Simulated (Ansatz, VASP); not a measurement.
# One calculation of Ta, two programs

Contents of INCAR:

```
SYSTEM = Ta
  ALGO = Fast
  EDIFF = 1E-6
  ENCUT = 520
  GGA = PE
  ISIF = 2
  ISMEAR = 0
  LASPH = .TRUE.
  LCHARG = .FALSE.
  LREAL = .FALSE.
  LWAVE = .FALSE.
  NBANDS = 12
  NELM = 100
  PREC = Accurate
  SIGMA = 0.15
```

The input KPOINTS:

```
k-points
0
G
  18 18 18
  0 0 0
```

The input POSCAR:

```
Ta
1.0
   -1.7963909633      1.6594835689      1.4105610336
    1.7963909633     -1.6594835689      1.4105610336
    1.7963909633      1.6594835689     -1.4105610336
Ta
1
Direct
    0.0000000000      0.0000000000      0.0000000000
```

Input for Ansatz:

```yaml
crystal:
  lattice:
    - [-1.7963909633, 1.6594835689, 1.4105610336]
    - [1.7963909633, -1.6594835689, 1.4105610336]
    - [1.7963909633, 1.6594835689, -1.4105610336]
  atoms:
    - { symbol: Ta, position: [0.0, 0.0, 0.0] }
basis:
  ecutwfc: 420
kpoints:
  mp_grid: { grid: [18, 18, 18] }
hamiltonian:
  xc: pbe
  pseudopotentials: { kind: paw, azcp: { folder: soft_1 } }
scf:
  occupations: { method: gaussian, width: 0.15 }
output:
  forces: true
  stress: true
  eigenvalues: true
```

Change from the starting cell: normal strain along x +0.0825, normal strain along z -0.1500.

Alike in both runs: task single point; functional PBE; k mesh 18 × 18 × 18; occupations gaussian, width 0.15 eV; no spin polarisation.

```csv
,VASP,Ansatz
version,VASP 6.6.1,Ansatz 0.2.0
potentials or method,"VASP PAW PBE potentials, release 64 (Ta_pv), cutoff 520 eV","scalar-relativistic, plane waves, PAW"
valence electrons in the cell,11,13
```

```tsv
	VASP	Ansatz	Ansatz less VASP
gap on the k mesh at the Fermi level (eV)	none	none	-
pressure (GPa)	24.0	23.7	-0.28
traceless stress, the component that is largest in VASP (GPa)	15.33	15.29	-0.041
```

A gap of «none» marks a metal or a gap that the smearing closes. VASP's potentials hold 11 valence electrons a cell and Ansatz's 13, so a difference there can come from the potentials and not from the codes.

Spin-orbit coupling is off throughout.
